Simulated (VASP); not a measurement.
A run of VASP 6.6.1:

Contents of INCAR:

```
SYSTEM = MgO
PREC     = Accurate       ! precision mode
ENCUT    = 520            ! plane-wave cutoff, eV
EDIFF    = 1E-6           ! SCF threshold, eV
ISMEAR   = -1             ! smearing method
SIGMA    = 0.08           ! smearing width, eV
LREAL    = .False.        ! projectors in reciprocal space
LASPH    = .True.         ! aspherical terms in the spheres
NELM     = 80             ! most SCF steps
ALGO     = Normal         ! electronic algorithm
ISIF     = 2              ! what is computed and relaxed
LWAVE    = .False.        ! write WAVECAR
LCHARG   = .False.        ! write CHGCAR
GGA      = PE             ! functional
NBANDS   = 11             ! bands
```

File KPOINTS:

```
regular mesh
0
Gamma
  15 15 15
  0 0 0
```

The input POSCAR:

```
MgO
1.0
    2.5489139909      0.0000000000      0.0000000000
    0.0000000000      2.5489139909      0.0000000000
    0.0000000000      0.0000000000      2.5489139909
Mg O
1 1
Direct
    0.0000000000      0.0000000000      0.0000000000
    0.5000000000      0.5000000000      0.5000000000
```

Potentials or basis: VASP PAW PBE potentials, release 64 (Mg, O).

The run is started by

```sh
$ cat potpaw_PBE.64/Mg/POTCAR potpaw_PBE.64/O/POTCAR > POTCAR
$ mpirun -np 1 vasp_std > vasp.out
```

Hardware: 1 thread of AMD EPYC 7R13, on a shared host.

Estimate the wall time of this run.

Run time: 23 s on 1 thread of AMD EPYC 7R13 (shared host), peak memory 0.14 GiB. Counts: scf iterations 12, k points 120.
